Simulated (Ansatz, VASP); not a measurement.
## InP: VASP beside Ansatz

Contents of INCAR:

```
SYSTEM = InP
PREC = Accurate ; ENCUT = 500
EDIFF = 1E-6 ; ISMEAR = -1
SIGMA = 0.05 ; LREAL = .FALSE.
LASPH = .TRUE. ; NELM = 120
ALGO = Normal ; ISIF = 2
LWAVE = .FALSE. ; LCHARG = .FALSE.
NBANDS = 16 ; GGA_COMPAT = .FALSE.
```

File KPOINTS:

```
regular mesh
0
G
  11 11 11
  0 0 0
```

File POSCAR:

```
InP
1.0
    0.0000000000      2.7920311279      2.7920311279
    2.7920311279      0.0000000000      2.7920311279
    2.7920311279      2.7920311279      0.0000000000
In P
1 1
Direct
    0.0000000000      0.0000000000      0.0000000000
    0.2500000000      0.2500000000      0.2500000000
```

Input for Ansatz:

```yaml
crystal:
  lattice:
    - [0.0, 2.7920311279, 2.7920311279]
    - [2.7920311279, 0.0, 2.7920311279]
    - [2.7920311279, 2.7920311279, 0.0]
  atoms:
    - { symbol: In, position: [0.0, 0.0, 0.0] }
    - { symbol: P, position: [0.25, 0.25, 0.25] }
kpoints:
  mp_grid: { grid: [11, 11, 11] }
scf:
  occupations: { method: fermi_dirac, width: 0.05 }
hamiltonian:
  xc: lda
  pseudopotentials: { kind: all_electron, lapw: { basis_error: 0.001 } }
output:
  forces: true
  stress: true
  eigenvalues: true
  populations: true
```

Change from the starting cell: volume scaled by 0.88, LAPW.

Alike in both runs: task single point; functional LDA; k mesh 11 × 11 × 11; occupations fermi-dirac, width 0.05 eV; no spin polarisation.

```csv
,VASP,Ansatz
version,VASP 6.6.1,Ansatz 0.2.0
potentials or method,"VASP PAW LDA potentials, release 64 (In_d, P), cutoff 500 eV","all-electron LAPW, scalar-relativistic"
```

```csv
,VASP,Ansatz,Ansatz less VASP
pressure (GPa),12.2,12.2,-0.03
```

LDA's correlation is that of Perdew and Zunger in VASP and of Perdew and Wang (1992) in Ansatz. Ansatz ran all-electron here, and VASP with PAW potentials.
